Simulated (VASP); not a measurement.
# ZrO2 (Fm-3m) in VASP: further runs

The runs below take ZrO2 through single point, relaxation of cell and atoms, with PBE.

Program: VASP 6.6.1. These are calculated values, not measurements. Logs are shortened: lines on timing, memory, paths and dates and some standing lists are left out, and cuts for length are marked.

## (1) The cell of the first run

The structure is cubic, space group Fm-3m (No. 225). Conventional cell: a = 5.116 Å, b = 5.116 Å, c = 5.116 Å, α = 90.00°, β = 90.00°, γ = 90.00°. Zr (site symmetry m-3m) has 8 O at 2.22 Å within 2.9 Å. Within 2.9 Å of O (site symmetry -43m) lie 4 Zr at 2.22 Å and 6 O at 2.56 Å.

## (2) Single point, PBE

Input file INCAR:

```
PREC     = Accurate       # precision mode
ENCUT    = 600            # plane-wave cutoff, eV
EDIFF    = 1E-6           # SCF threshold, eV
ISMEAR   = 0              # smearing method
SIGMA    = 0.02           # smearing width, eV
LREAL    = F              # projectors in reciprocal space
LASPH    = T              # aspherical terms in the spheres
NELM     = 120            # most SCF steps
ALGO     = Normal         # electronic algorithm
ISIF     = 2              # what is computed and relaxed
LWAVE    = F              # write WAVECAR
LCHARG   = F              # write CHGCAR
GGA      = PE             # functional
NBANDS   = 19             # bands
GGA_COMPAT= F
```

Input file KPOINTS:

```
regular mesh
0
Gamma
  8 8 8
```

Input file POSCAR:

```
ZrO2
1.0
    0.0000000000      2.5579141815      2.5579141815
    2.5579141815      0.0000000000      2.5579141815
    2.5579141815      2.5579141815      0.0000000000
Zr O
1 2
Direct
    0.0000000000      0.0000000000      0.0000000000
    0.2500000000      0.2500000000      0.2500000000
    0.7500000000      0.7500000000      0.7500000000
```

Potentials or basis: VASP PAW PBE potentials, release 64 (Zr_sv, O).

Started as:

```console
$ cat potpaw_PBE.64/Zr_sv/POTCAR potpaw_PBE.64/O/POTCAR > POTCAR
$ mpirun -np 1 vasp_std > vasp.out
```

OUTCAR:

```text
PREC = Accurate
   ENCUT = 600
   EDIFF = 1E-6
   ISMEAR = 0
   LREAL = F
   LASPH = T
   NELM = 120
   ISIF = 2
   GGA = PE

 ion  position               nearest neighbor table
   1  0.000  0.000  0.000-   3 2.22   3 2.22   3 2.22   2 2.22   3 2.22   2 2.22   2 2.22   2 2.22

   2  0.250  0.250  0.250-   1 2.22   1 2.22   1 2.22   1 2.22
   3  0.750  0.750  0.750-   1 2.22   1 2.22   1 2.22   1 2.22

  LATTYP: Found a face centered cubic cell.
 ALAT       =     5.1158283630

  Lattice vectors:

 A1 = (   0.0000000000,   2.5579141815,   2.5579141815)
 A2 = (   2.5579141815,   0.0000000000,   2.5579141815)
 A3 = (   2.5579141815,   2.5579141815,   0.0000000000)

Analysis of symmetry for initial positions (statically):
=====================================================================
 Subroutine PRICEL returns:
 Original cell was already a primitive cell.

 Routine SETGRP: Setting up the symmetry group for a
 face centered cubic supercell.

 Subroutine GETGRP returns: Found 48 space group operations
 (whereof 48 operations were pure point group operations)
 out of a pool of 48 trial point group operations.

The static configuration has the point symmetry O_h .

Analysis of symmetry for dynamics (positions and initial velocities):
=====================================================================
 Subroutine PRICEL returns:
 Original cell was already a primitive cell.

 Routine SETGRP: Setting up the symmetry group for a
 face centered cubic supercell.

 Subroutine GETGRP returns: Found 48 space group operations
 (whereof 48 operations were pure point group operations)
 out of a pool of 48 trial point group operations.

The dynamic configuration has the point symmetry O_h .

 Subroutine INISYM returns: Found 48 space group operations
 (whereof 48 operations are pure point group operations),
 and found     1 'primitive' translations

----------------------------------------------------------------------------------------

                                     Primitive cell

  volume of cell :      33.4725

  direct lattice vectors                    reciprocal lattice vectors
     0.000000000  2.557914182  2.557914182    -0.195471765  0.195471765  0.195471765
     2.557914182  0.000000000  2.557914182     0.195471765 -0.195471765  0.195471765
     2.557914182  2.557914182  0.000000000     0.195471765  0.195471765 -0.195471765

  length of vectors
     3.617436927  3.617436927  3.617436927     0.338567029  0.338567029  0.338567029

  position of ions in fractional coordinates (direct lattice)
     0.000000000  0.000000000  0.000000000
     0.250000000  0.250000000  0.250000000
     0.750000000  0.750000000  0.750000000

  ion indices of the primitive-cell ions
   primitive index   ion index
                 1           1
                 2           2
                 3           3

----------------------------------------------------------------------------------------

 KPOINTS: regular mesh

Automatic generation of k-mesh.
 Grid dimensions read from file:
 generate k-points for:    8    8    8

 Generating k-lattice:

  Cartesian coordinates                     Fractional coordinates (reciprocal lattice)
    -0.024433971  0.024433971  0.024433971     0.125000000  0.000000000  0.000000000
     0.024433971 -0.024433971  0.024433971     0.000000000  0.125000000  0.000000000
     0.024433971  0.024433971 -0.024433971     0.000000000  0.000000000  0.125000000

  Length of vectors
     0.042320879  0.042320879  0.042320879

  Shift w.r.t. Gamma in fractional coordinates (k-lattice)
     0.000000000  0.000000000  0.000000000

 Subroutine IBZKPT returns following result:
 ===========================================

 Found     29 irreducible k-points:

 Following reciprocal coordinates:
            Coordinates               Weight
  0.000000  0.000000  0.000000      1.000000
  0.125000  0.000000  0.000000      8.000000
  0.250000  0.000000  0.000000      8.000000
  0.375000  0.000000  0.000000      8.000000
  0.500000  0.000000  0.000000      4.000000
  0.125000  0.125000  0.000000      6.000000
[... 16 lines left out ...]
  0.500000  0.250000  0.125000     48.000000
 -0.375000  0.250000  0.125000     24.000000
 [... further k-points ...]
   k-points           NKPTS =     29   k-points in BZ     NKDIM =     29   number of bands    NBANDS=     19
   number of dos      NEDOS =    301   number of ions     NIONS =      3
   total plane-waves  NPLWV =  27000
   dimension x,y,z NGX =    30 NGY =   30 NGZ =   30
   dimension x,y,z NGXF=    60 NGYF=   60 NGZF=   60
   ions per type =               1   2
   NGX,Y,Z   is equivalent  to a cutoff of  13.79, 13.79, 13.79 a.u.
   NGXF,Y,Z  is equivalent  to a cutoff of  27.57, 27.57, 27.57 a.u.
 SYSTEM =  unknown system
   PREC   = accura    normal or accurate (medium, high low for compatibility)
   ISTART =      0    job   : 0-new  1-cont  2-samecut
   ICHARG =      2    charge: 1-file 2-atom 10-const
   ISPIN  =      1    spin polarized calculation?
   LNONCOLLINEAR =      F non collinear calculations
   LSORBIT =      F    spin-orbit coupling
   LASPH  =      T    aspherical Exc in radial PAW
   ENCUT  =  600.0 eV  44.10 Ry    6.64 a.u.   7.22  7.22  7.22*2*pi/ulx,y,z
   NELM   =    120;   NELMIN=  2; NELMDL= -5     # of ELM steps
   EDIFF  = 0.1E-05   stopping-criterion for ELM
   LREAL  =      F    real-space projection
   EDIFFG = 0.1E-04   stopping-criterion for IOM
   NSW    =      0    number of steps for IOM
   IBRION =     -1    ionic relax: 0-MD 1-quasi-New 2-CG
   NFREE  =      0    steps in history (QN), initial steepest desc. (CG)
   ISIF   =      2    stress and relaxation
   ISYM   =      2    0-nonsym 1-usesym 2-fastsym
   POTIM  = 0.5000    time-step for ionic-motion
   TEBEG  =    0.0;   TEEND  =   0.0 temperature during run
   PSTRESS=    0.0 pullay stress
   NELECT =      24.0000    total number of electrons
   NUPDOWN=      -1.0000    fix difference up-down
   EMIN   =  10.00;   EMAX   =-10.00  energy-range for DOS
   EFERMI =   0.00;   METHOD = LEGACY
   ISMEAR =     0;   SIGMA  =   0.02  broadening in eV -4-tet -1-fermi 0-gaus
   EFERMI_NEDOS =   21; number of points for ismear=-14 and -15
   IALGO  =     38    algorithm
   IMIX   =      4    mixing-type and parameters
     AMIX     =   0.40;   BMIX     =  1.00
     AMIX_MAG =   1.60;   BMIX_MAG =  1.00
  volume/ion in A,a.u.               =      11.16        75.29
  Fermi-wavevector in a.u.,A,eV,Ry     =   1.465264  2.768948 29.211698  2.146999
  Thomas-Fermi vector in A             =   2.581142
   LORBIT       =      0    0 simple, 1 ext, 2 COOP (PROOUT), +10 PAW based schemes
   GGA     = PE    functional components
   LHFCALC =     F    Hartree Fock is set to
   AEXX    =    0.0000 exact exchange contribution
   IVDW    =     0    specifies the selected vdW correction
   LEPSILON=     F    determine dielectric tensor
   LRPA    =     F    only Hartree local field effects (RPA)
 non-spin polarized calculation
 Gauss-broadening in eV      SIGMA  =   0.02
  energy-cutoff  :      600.00
  volume of cell :       33.47
 maximum number of plane-waves:      1139
 NGX is ok and might be reduce to    30
   NGX = 15   NGY = 15   NGZ = 15

 number of electron      23.9999994 magnetization

 Free energy of the ion-electron system (eV)
  ---------------------------------------------------
  ext. energy  EPLUGINS =         0.00000000
  ---------------------------------------------------
  free energy    TOTEN  =       -28.57332204 eV

  energy without entropy =      -28.57332204  energy(sigma->0) =      -28.57332204

 E-fermi :   7.1438     XC(G=0): -11.7010

 val. band max:        7.0507866591   @ k =   0.5000   0.5000   0.0000
 cond. band min:      10.3627003915   @ k =   0.0000   0.0000   0.0000
 fundamental gap:      3.3119137323
 Fermi energy:         7.1438063140

 k-point     1 :       0.0000    0.0000    0.0000
  band No.  band energies     occupation
      1     -41.1090      2.00000
      2     -18.9273      2.00000
      3     -18.9273      2.00000
      4     -18.9273      2.00000
      5     -11.0724      2.00000
      6      -8.5713      2.00000
[... 11 lines left out ...]
     18      16.2350      0.00000
     19      21.3143      0.00000

 k-point     2 :       0.1250    0.0000    0.0000
  band No.  band energies     occupation
      1     -41.1027      2.00000
      2     -19.0304      2.00000
      3     -18.9369      2.00000
      4     -18.9369      2.00000
      5     -10.8651      2.00000
      6      -8.7217      2.00000
[... 11 lines left out ...]
     18      16.0153      0.00000
     19      20.9632      0.00000

 k-point     3 :       0.2500    0.0000    0.0000
  band No.  band energies     occupation
      1     -41.0875      2.00000
      2     -19.2640      2.00000
      3     -18.9601      2.00000
      4     -18.9601      2.00000
      5     -10.4143      2.00000
      6      -8.9966      2.00000
[... 11 lines left out ...]
     18      15.9969      0.00000
     19      20.2568      0.00000

 k-point     4 :       0.3750    0.0000    0.0000
  band No.  band energies     occupation
      1     -41.0723      2.00000
      2     -19.4794      2.00000
      3     -18.9831      2.00000
      4     -18.9831      2.00000
      5     -10.1436      2.00000
      6      -9.0400      2.00000
[... 11 lines left out ...]
     18      16.3589      0.00000
     19      20.3039      0.00000

 k-point     5 :       0.5000    0.0000    0.0000
  band No.  band energies     occupation
      1     -41.0659      2.00000
      2     -19.5641      2.00000
      3     -18.9926      2.00000
      4     -18.9926      2.00000
      5     -10.1244      2.00000
      6      -8.9500      2.00000
[... 11 lines left out ...]
     18      16.0427      0.00000
     19      20.8255      0.00000

 k-point     6 :       0.1250    0.1250    0.0000
  band No.  band energies     occupation
      1     -41.1006      2.00000
      2     -19.0420      2.00000
      3     -18.9513      2.00000
      4     -18.9513      2.00000
      5     -10.7906      2.00000
      6      -8.7755      2.00000
[... 11 lines left out ...]
     18      15.9375      0.00000
     19      21.0511      0.00000

 k-point     7 :       0.2500    0.1250    0.0000
  band No.  band energies     occupation
      1     -41.0884      2.00000
      2     -19.2147      2.00000
      3     -18.9786      2.00000
      4     -18.9779      2.00000
      5     -10.3977      2.00000
      6      -9.0250      2.00000
[... 11 lines left out ...]
     18      15.9046      0.00000
     19      20.7767      0.00000

 k-point     8 :       0.3750    0.1250    0.0000
  band No.  band energies     occupation
      1     -41.0732      2.00000
      2     -19.4148      2.00000
      3     -19.0221      2.00000
      4     -19.0009      2.00000
      5     -10.0336      2.00000
      6      -9.1613      2.00000
[... 256 lines left out ...]
 k-point    20 :      -0.3750    0.3750    0.0000
  band No.  band energies     occupation
      1     -41.0529      2.00000
      2     -19.4773      2.00000
      3     -19.2565      2.00000
      4     -19.0585      2.00000
      5      -9.5944      2.00000
      6      -9.1990      2.00000
[... 11 lines left out ...]
     18      19.1136      0.00000
     19      21.6637      0.00000

 k-point    21 :       0.5000    0.5000    0.0000
  band No.  band energies     occupation
      1     -41.0517      2.00000
      2     -19.6151      2.00000
      3     -19.0900      2.00000
      4     -19.0900      2.00000
      5      -9.7450      2.00000
      6      -9.0418      2.00000
[... 11 lines left out ...]
     18      20.3289      0.00000
     19      20.5820      0.00000

 k-point    22 :       0.3750    0.2500    0.1250
  band No.  band energies     occupation
      1     -41.0762      2.00000
      2     -19.3370      2.00000
      3     -19.0629      2.00000
      4     -18.9905      2.00000
      5     -10.0038      2.00000
      6      -9.2390      2.00000
[... 11 lines left out ...]
     18      16.6787      0.00000
     19      21.0154      0.00000

 k-point    23 :       0.5000    0.2500    0.1250
  band No.  band energies     occupation
      1     -41.0639      2.00000
      2     -19.4389      2.00000
      3     -19.1478      2.00000
      4     -19.0168      2.00000
      5      -9.7460      2.00000
      6      -9.2770      2.00000
[... 11 lines left out ...]
     18      17.5123      0.00000
     19      21.1587      0.00000

 k-point    24 :      -0.3750    0.2500    0.1250
  band No.  band energies     occupation
      1     -41.0588      2.00000
      2     -19.4773      2.00000
      3     -19.1834      2.00000
      4     -19.0297      2.00000
      5      -9.7516      2.00000
      6      -9.1683      2.00000
[... 11 lines left out ...]
     18      17.6363      0.00000
     19      21.3979      0.00000

 [... further k-points ...]
[... 5 lines left out ...]
  --------------------------------------------------------------------------------------
  -------------------------------------------------------------------------------------
  Total        0.0157102      0.0157102      0.0157102      0.0000000      0.0000000      0.0000000
  in kB        0.7519777      0.7519777      0.7519777      0.0000000      0.0000000      0.0000000
  external PRESSURE =       0.7519777 kB  Pullay stress =       0.0000000 kB

 VOLUME and BASIS-vectors are now :
 -----------------------------------------------------------------------------
  energy-cutoff  :      600.00
  volume of cell :       33.47
      direct lattice vectors                 reciprocal lattice vectors
     0.000000000  2.557914182  2.557914182    -0.195471765  0.195471765  0.195471765
     2.557914182  0.000000000  2.557914182     0.195471765 -0.195471765  0.195471765
     2.557914182  2.557914182  0.000000000     0.195471765  0.195471765 -0.195471765

 POSITION                                       TOTAL-FORCE (eV/Angst)
 -----------------------------------------------------------------------------------
      0.00000      0.00000      0.00000         0.000000     -0.000000      0.000000
      1.27896      1.27896      1.27896         0.000000      0.000000      0.000000
      3.83687      3.83687      3.83687        -0.000000     -0.000000     -0.000000
 -----------------------------------------------------------------------------------
    total drift:                                0.000000     -0.000000      0.000000

  FREE ENERGIE OF THE ION-ELECTRON SYSTEM (eV)
  ---------------------------------------------------
  free  energy   TOTEN  =       -28.5733220432 eV

  energy  without entropy=      -28.5733220432  energy(sigma->0) =      -28.57332204
```

Run time: 18 s. Hardware: 1 thread of Intel Xeon Platinum 8559C (Emerald Rapids), shared host; peak memory 0.17 GiB.

Results:

| Property | Result |
| --- | --- |
| Free energy | -28.5733 eV |
| Pressure | 0.1 GPa |
| Band gap on the k mesh | 3.31 eV, indirect (least direct gap 3.74 eV) |

Levels at points of the mesh, in eV from the valence-band top:
| k point | band 9 | band 10 | band 11 | band 12 | band 13 | band 14 | band 15 | band 16 |
| --- | --- | --- | --- | --- | --- | --- | --- | --- |
| (0.00, 0.00, 0.00) | -5.14 | -0.53 | -0.53 | -0.53 | 3.31 | 3.31 | 6.47 | 9.18 |
| (0.50, 0.00, 0.00) | -2.50 | -2.46 | -1.63 | -1.63 | 3.94 | 3.94 | 5.95 | 8.30 |
| (0.50, 0.50, 0.00) | -3.12 | -1.49 | -1.49 | 0.00 | 3.74 | 4.66 | 5.70 | 7.15 |

(Continued in part 2 of 2.)
